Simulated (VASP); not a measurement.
# MnF (P6_3mc) in VASP: single point with r2SCAN+U

Aim: the single point of MnF with r2SCAN+U.

Program: VASP 6.6.1. These are calculated values, not measurements. Logs are shortened: lines on timing, memory, paths and dates and some standing lists are left out, and cuts for length are marked.

## (1) The cell of the first run

Symmetry: P6_3mc, No. 186, hexagonal system. The conventional cell has a = 3.166 Å, b = 3.166 Å, c = 7.349 Å, α = 90.00°, β = 90.00°, γ = 120.00°. Mn (site symmetry 3m) has 4 F at 2.26 to 2.34 Å within 3.0 Å. F (site symmetry 3m) has 4 Mn at 2.26 to 2.34 Å within 3.0 Å.

## (2) Single point, r2SCAN+U, collinear spin, ferromagnetic start

POSCAR

```
MnF
1.0
    3.1656399931      0.0000000000      0.0000000000
   -1.5828199965      2.7415246533      0.0000000000
    0.0000000000      0.0000000000      7.3493100265
Mn F
2 2
Direct
    0.3333333333      0.6666666667      0.0342173589
    0.6666666667      0.3333333333      0.5342173589
    0.3333333333      0.6666666667      0.3522126411
    0.6666666667      0.3333333333      0.8522126411
```

INCAR.step1

```
SYSTEM = MnF
PREC = Accurate
ENCUT = 520
ISMEAR = 0
SIGMA = 0.1
LREAL = .False.
LASPH = .True.
NELM = 150
ISPIN = 2
MAGMOM = 4.42 4.42 0 0
LMAXMIX = 4
LDAU = .True.
LDAUTYPE = 2
LDAUL = 2 -1
LDAUU = 3.9 0
LDAUJ = 0 0
NBANDS = 32
GGA = PE
ALGO = Normal
EDIFF = 1E-4
LWAVE = .True.
LCHARG = .False.
```

INCAR.step2

```
SYSTEM = MnF
PREC = Accurate
ENCUT = 520
EDIFF = 1E-6
ISMEAR = 0
SIGMA = 0.1
LREAL = .False.
LASPH = .True.
NELM = 150
ALGO = Normal
ISIF = 2
LWAVE = .False.
LCHARG = .False.
ISPIN = 2
MAGMOM = 4.42 4.42 0 0
LORBIT = 11
LMAXMIX = 4
LDAU = .True.
LDAUTYPE = 2
LDAUL = 2 -1
LDAUU = 3.9 0
LDAUJ = 0 0
LDAUPRINT = 1
METAGGA = R2SCAN
LMIXTAU = .True.
NBANDS = 32
ISTART = 1
```

KPOINTS

```
Automatic mesh
0
Gamma
  6 6 4
  0 0 0
```

Potentials or basis: VASP PAW PBE potentials, release 64 (Mn_pv, F).

The run is started by

```
$ cat potpaw_PBE.64/Mn_pv/POTCAR potpaw_PBE.64/F/POTCAR > POTCAR
$ cp INCAR.step1 INCAR
$ mpirun -np 1 vasp_std > vasp.out
$ cp INCAR.step2 INCAR
$ mpirun -np 1 vasp_std > vasp.out
```

OUTCAR:

```text
SYSTEM = MnF
   PREC = Accurate
   ENCUT = 520
   EDIFF = 1E-6
   ISMEAR = 0
   LREAL = .False.
   LASPH = .True.
   NELM = 150
   ISIF = 2
   ISPIN = 2
   LORBIT = 11
   METAGGA = R2SCAN
   ISTART = 1

 ion  position               nearest neighbor table
   1  0.333  0.667  0.034-   4 2.26   4 2.26   4 2.26   3 2.34
   2  0.667  0.333  0.534-   3 2.26   3 2.26   3 2.26   4 2.34
   3  0.333  0.667  0.352-   2 2.26   2 2.26   2 2.26   1 2.34
   4  0.667  0.333  0.852-   1 2.26   1 2.26   1 2.26   2 2.34

  LATTYP: Found a hexagonal cell.
 ALAT       =     3.1656399931
 C/A-ratio  =     2.3215874334

  Lattice vectors:

 A1 = (   3.1656399931,   0.0000000000,   0.0000000000)
 A2 = (  -1.5828199965,   2.7415246533,   0.0000000000)
 A3 = (   0.0000000000,   0.0000000000,   7.3493100265)

Analysis of symmetry for initial positions (statically):
=====================================================================
 Subroutine PRICEL returns:
 Original cell was already a primitive cell.

 Routine SETGRP: Setting up the symmetry group for a
 hexagonal supercell.

 Subroutine GETGRP returns: Found 12 space group operations
 (whereof  6 operations were pure point group operations)
 out of a pool of 24 trial point group operations.

The static configuration has the point symmetry C_3v.
 The point group associated with its full space group is C_6v.

Analysis of symmetry for dynamics (positions and initial velocities):
=====================================================================
 Subroutine PRICEL returns:
 Original cell was already a primitive cell.

 Routine SETGRP: Setting up the symmetry group for a
 hexagonal supercell.

 Subroutine GETGRP returns: Found 12 space group operations
 (whereof  6 operations were pure point group operations)
 out of a pool of 24 trial point group operations.

The dynamic configuration has the point symmetry C_3v.
 The point group associated with its full space group is C_6v.

Analysis of structural, dynamic, and magnetic symmetry:
=====================================================================
 Subroutine PRICEL returns:
 Original cell was already a primitive cell.

 Routine SETGRP: Setting up the symmetry group for a
 hexagonal supercell.

 Subroutine GETGRP returns: Found 12 space group operations
 (whereof  6 operations were pure point group operations)
 out of a pool of 24 trial point group operations.

The overall configuration has the point symmetry C_3v.
 The point group associated with its full space group is C_6v.

 Subroutine INISYM returns: Found 12 space group operations
 (whereof  6 operations are pure point group operations),
 and found     1 'primitive' translations

----------------------------------------------------------------------------------------

                                     Primitive cell

  volume of cell :      63.7823

  direct lattice vectors                    reciprocal lattice vectors
     3.165639993  0.000000000  0.000000000     0.315891890  0.182380268  0.000000000
    -1.582819997  2.741524653  0.000000000     0.000000000  0.364760535  0.000000000
     0.000000000  0.000000000  7.349310027     0.000000000  0.000000000  0.136067195

  length of vectors
     3.165639993  3.165639993  7.349310027     0.364760535  0.364760535  0.136067195

  position of ions in fractional coordinates (direct lattice)
     0.333333333  0.666666667  0.034217359
     0.666666667  0.333333333  0.534217359
     0.333333333  0.666666667  0.352212641
     0.666666667  0.333333333  0.852212641
[... 143 lines left out ...]
  o =  0.0337  v =  0.0000  0.0000  0.0000  0.0000  0.0000 -0.3129 -0.6277  0.0000 -0.3048 -0.6443      0.0000  0.0000  0.0000  0.0000  0.0000  0.0000  0.0000  0.0000  0.0000  0.0000
  o =  0.0463  v =  0.0000  0.0000  0.0000  0.0000  0.0000  0.0000 -0.0000 -1.0000  0.0000 -0.0000      0.0000  0.0000  0.0000  0.0000  0.0000  0.0000  0.0000  0.0000  0.0000  0.0000
  o =  0.9372  v =  0.8493  0.1441  0.0000 -0.2971 -0.4120  0.0000  0.0000  0.0000  0.0000  0.0000      0.0000  0.0000  0.0000  0.0000  0.0000  0.0000  0.0000  0.0000  0.0000  0.0000
  o =  0.9372  v =  0.4120 -0.2971 -0.0000 -0.1441  0.8493  0.0000  0.0000  0.0000  0.0000  0.0000      0.0000  0.0000  0.0000  0.0000  0.0000  0.0000  0.0000  0.0000  0.0000  0.0000
  o =  0.9508  v = -0.2971  0.4120 -0.0000 -0.8493  0.1441  0.0000  0.0000  0.0000  0.0000  0.0000      0.0000  0.0000  0.0000  0.0000  0.0000  0.0000  0.0000  0.0000  0.0000  0.0000
  o =  0.9508  v = -0.1441 -0.8493  0.0000 -0.4120 -0.2971  0.0000  0.0000  0.0000  0.0000  0.0000      0.0000  0.0000  0.0000  0.0000  0.0000  0.0000  0.0000  0.0000  0.0000  0.0000
  o =  0.9525  v = -0.0000  0.0000  1.0000 -0.0000  0.0000  0.0000  0.0000  0.0000  0.0000  0.0000      0.0000  0.0000  0.0000  0.0000  0.0000  0.0000  0.0000  0.0000  0.0000  0.0000

atom =   2  type =  1  l = 2

 onsite density matrix

spin component  1

  0.9387  0.0000 -0.0000 -0.0042  0.0000
  0.0000  0.9493 -0.0000  0.0000 -0.0042
 -0.0000 -0.0000  0.9525  0.0000  0.0000
 -0.0042  0.0000  0.0000  0.9493 -0.0000
  0.0000 -0.0042  0.0000 -0.0000  0.9387

spin component  2

  0.0210  0.0000 -0.0000 -0.0130 -0.0000
  0.0000  0.0203 -0.0000  0.0000 -0.0130
 -0.0000 -0.0000  0.0463  0.0000  0.0000
 -0.0130  0.0000  0.0000  0.0203 -0.0000
 -0.0000 -0.0130  0.0000 -0.0000  0.0210

 occupancies and eigenvectors

  o =  0.0076  v =  0.0000  0.0000  0.0000  0.0000  0.0000  0.6274 -0.3135  0.0000  0.6441 -0.3054      0.0000  0.0000  0.0000  0.0000  0.0000  0.0000  0.0000  0.0000  0.0000  0.0000
  o =  0.0076  v =  0.0000  0.0000  0.0000  0.0000  0.0000  0.3054  0.6441 -0.0000  0.3135  0.6274      0.0000  0.0000  0.0000  0.0000  0.0000  0.0000  0.0000  0.0000  0.0000  0.0000
  o =  0.0337  v =  0.0000  0.0000  0.0000  0.0000  0.0000 -0.6443 -0.3049 -0.0000  0.6277  0.3130      0.0000  0.0000  0.0000  0.0000  0.0000  0.0000  0.0000  0.0000  0.0000  0.0000
  o =  0.0337  v =  0.0000  0.0000  0.0000  0.0000  0.0000 -0.3130  0.6277  0.0000  0.3049 -0.6443      0.0000  0.0000  0.0000  0.0000  0.0000  0.0000  0.0000  0.0000  0.0000  0.0000
  o =  0.0463  v =  0.0000  0.0000  0.0000  0.0000  0.0000  0.0000  0.0000 -1.0000 -0.0000 -0.0000      0.0000  0.0000  0.0000  0.0000  0.0000  0.0000  0.0000  0.0000  0.0000  0.0000
  o =  0.9372  v =  0.8493 -0.1441  0.0000  0.2971 -0.4120  0.0000  0.0000  0.0000  0.0000  0.0000      0.0000  0.0000  0.0000  0.0000  0.0000  0.0000  0.0000  0.0000  0.0000  0.0000
  o =  0.9372  v =  0.4120  0.2971 -0.0000  0.1441  0.8493  0.0000  0.0000  0.0000  0.0000  0.0000      0.0000  0.0000  0.0000  0.0000  0.0000  0.0000  0.0000  0.0000  0.0000  0.0000
  o =  0.9508  v = -0.2970 -0.4120 -0.0000  0.8493  0.1441  0.0000  0.0000  0.0000  0.0000  0.0000      0.0000  0.0000  0.0000  0.0000  0.0000  0.0000  0.0000  0.0000  0.0000  0.0000
  o =  0.9508  v = -0.1441  0.8493  0.0000  0.4120 -0.2970  0.0000  0.0000  0.0000  0.0000  0.0000      0.0000  0.0000  0.0000  0.0000  0.0000  0.0000  0.0000  0.0000  0.0000  0.0000
  o =  0.9525  v = -0.0000 -0.0000  1.0000  0.0000  0.0000  0.0000  0.0000  0.0000  0.0000  0.0000      0.0000  0.0000  0.0000  0.0000  0.0000  0.0000  0.0000  0.0000  0.0000  0.0000

 number of electron      39.9999981 magnetization       9.7810574

 Free energy of the ion-electron system (eV)
  ---------------------------------------------------
  ext. energy  EPLUGINS =         0.00000000
  ---------------------------------------------------
  free energy    TOTEN  =       -39.93727502 eV

  energy without entropy =      -39.93023640  energy(sigma->0) =      -39.93375571

 E-fermi :   4.7843     XC(G=0): -10.3878

 val. band max:        4.5749765496   @ k =   0.1667   0.1667   0.2500
 cond. band min:       4.8561549654   @ k =   0.3333   0.1667   0.0000
 fundamental gap:      0.2811784158
 Fermi energy:         4.7843110969

 spin component 1

 k-point     1 :       0.0000    0.0000    0.0000
  band No.  band energies     occupation
      1     -49.5270      1.00000
      2     -49.5270      1.00000
      3     -49.5269      1.00000
      4     -49.5268      1.00000
      5     -49.4437      1.00000
      6     -49.4410      1.00000
[... 724 lines left out ...]
     31      14.6646      0.00000
     32      14.6646      0.00000
 Fermi energy:         4.7843110969

 spin component 2

 k-point     1 :       0.0000    0.0000    0.0000
  band No.  band energies     occupation
      1     -43.0283      1.00000
      2     -43.0282      1.00000
      3     -43.0280      1.00000
      4     -43.0280      1.00000
      5     -42.9660      1.00000
      6     -42.9606      1.00000
[... 724 lines left out ...]
     31      16.0508      0.00000
     32      16.0508      0.00000

------------------------ aborting loop because EDIFF is reached ----------------------------------------

  FORCE on cell =-STRESS in cart. coord.  units (eV):
  Direction    XX          YY          ZZ          XY          YZ          ZX
  --------------------------------------------------------------------------------------
  -------------------------------------------------------------------------------------
  Total       -0.1842377     -0.1842377     -0.5351852     -0.0000000      0.0000000      0.0000000
  in kB       -4.6279517     -4.6279517    -13.4435648     -0.0000000      0.0000000      0.0000000
  external PRESSURE =      -7.5664894 kB  Pullay stress =       0.0000000 kB

 VOLUME and BASIS-vectors are now :
 -----------------------------------------------------------------------------
  energy-cutoff  :      520.00
  volume of cell :       63.78
      direct lattice vectors                 reciprocal lattice vectors
     3.165639993  0.000000000  0.000000000     0.315891890  0.182380268  0.000000000
    -1.582819997  2.741524653  0.000000000     0.000000000  0.364760535  0.000000000
     0.000000000  0.000000000  7.349310027     0.000000000  0.000000000  0.136067195

 POSITION                                       TOTAL-FORCE (eV/Angst)
 -----------------------------------------------------------------------------------
     -0.00000      1.82768      0.25147        -0.000000      0.000000     -0.005756
      1.58282      0.91384      3.92613         0.000000     -0.000000     -0.005756
     -0.00000      1.82768      2.58852         0.000000     -0.000000      0.005756
      1.58282      0.91384      6.26317        -0.000000      0.000000      0.005756
 -----------------------------------------------------------------------------------
    total drift:                                0.000000      0.000001     -0.001174

  FREE ENERGIE OF THE ION-ELECTRON SYSTEM (eV)
  ---------------------------------------------------
  free  energy   TOTEN  =       -39.9372750197 eV

  energy  without entropy=      -39.9302363955  energy(sigma->0) =      -39.93375571

 total charge

# of ion       s       p       d       tot
------------------------------------------
    1        0.277   6.103   4.843  11.223
    2        0.277   6.103   4.843  11.223
    3        1.752   4.355   0.000   6.107
    4        1.752   4.355   0.000   6.107
--------------------------------------------------
tot          4.057  20.916   9.686  34.659

 magnetization (x)

# of ion       s       p       d       tot
------------------------------------------
    1        0.035   0.013   4.590   4.637
    2        0.035   0.013   4.590   4.637
    3        0.009   0.042   0.000   0.050
    4        0.009   0.042   0.000   0.050
--------------------------------------------------
tot          0.086   0.108   9.181   9.375
```

Run time: 4 min. Hardware: 1 thread of Intel Xeon 8259CL, shared host; peak memory 0.24 GiB.

Results:

```yaml
Free_energy: -39.9373 eV
Pressure: -0.8 GPa
Largest_force: 0.006 eV/Å
Net_moment: 9.78 μB per cell
Site_moments: Mn +4.64; F +0.05 μB
Valence_electrons_inside_the_program's_atomic_spheres: Mn 11.22; F 6.11
```

Forces on the atoms (eV/Å):
```
Mn   0.000  0.000 -0.006
Mn   0.000  0.000 -0.006
F    0.000  0.000  0.006
F    0.000  0.000  0.006
```

Eigenvalues of the final occupation matrices:
| site | spin | trace | eigenvalues |
| --- | --- | --- | --- |
| site 1 d | 1 | 4.73 | 0.94 0.94 0.95 0.95 0.95 |
| site 1 d | 2 | 0.13 | 0.01 0.01 0.03 0.03 0.05 |
| site 2 d | 1 | 4.73 | 0.94 0.94 0.95 0.95 0.95 |
| site 2 d | 2 | 0.13 | 0.01 0.01 0.03 0.03 0.05 |

Caveat: the k points lie up to 0.38 Å⁻¹ apart; the PAW data sets were made with another functional, which shifts forces and pressure a little; only a ferromagnetic start was run, and an antiferromagnetic order may lie lower in energy.
